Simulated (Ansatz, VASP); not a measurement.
## One calculation of Ni, two programs

```xyz
4
Lattice="3.1134 0.0000 0.0000 -1.5567 2.6963 0.0000 0.0000 0.0000 5.1371" Properties=species:S:1:pos:R:3 pbc="T T T"
Ni    0.0000    1.7975    2.2475
Ni    1.5567    0.8988    4.8161
Ni    1.5567    0.8988    2.8896
Ni    0.0000    1.7975    0.3211
```

Alike in both runs: task single point; functional r2SCAN; k mesh 6 × 6 × 4; occupations gaussian, width 0.1 eV; collinear spin.

```csv
,VASP,Ansatz
version,VASP 6.6.1,Ansatz 0.2.0
potentials or method,"VASP PAW PBE potentials, release 64 (Ni), cutoff 520 eV","scalar-relativistic, plane waves, PAW"
valence electrons in the cell,40,72
```

VASP gave:

| Item | Value |
| --- | --- |
| gap on the k mesh at the Fermi level (eV) | none |
| rms of the force components (eV/Å) | 0.107 |
| net moment per atom (μB) | 0.77 |
| size of the moment on the site where the two differ most (μB) | 0.74 |

Question: What did Ansatz give for the same quantities?

Answer: gap on the k mesh at the Fermi level (eV): none; rms of the force components (eV/Å): 0.134; net moment per atom (μB): 0.78; size of the moment on the site where the two differ most (μB): 0.81.

VASP's potentials were made for PBE, not for r2SCAN. Site moments also hang on the region over which each program counts them. Atom by atom the forces differ by 0.026 eV/Å (rms over components). A gap of «none» marks a metal or a gap that the smearing closes. VASP's potentials hold 40 valence electrons a cell and Ansatz's 72, so a difference there can come from the potentials and not from the codes. Ansatz's warnings: stability check not made.

The k mesh is coarse, so the values compare programs but aren't converged.
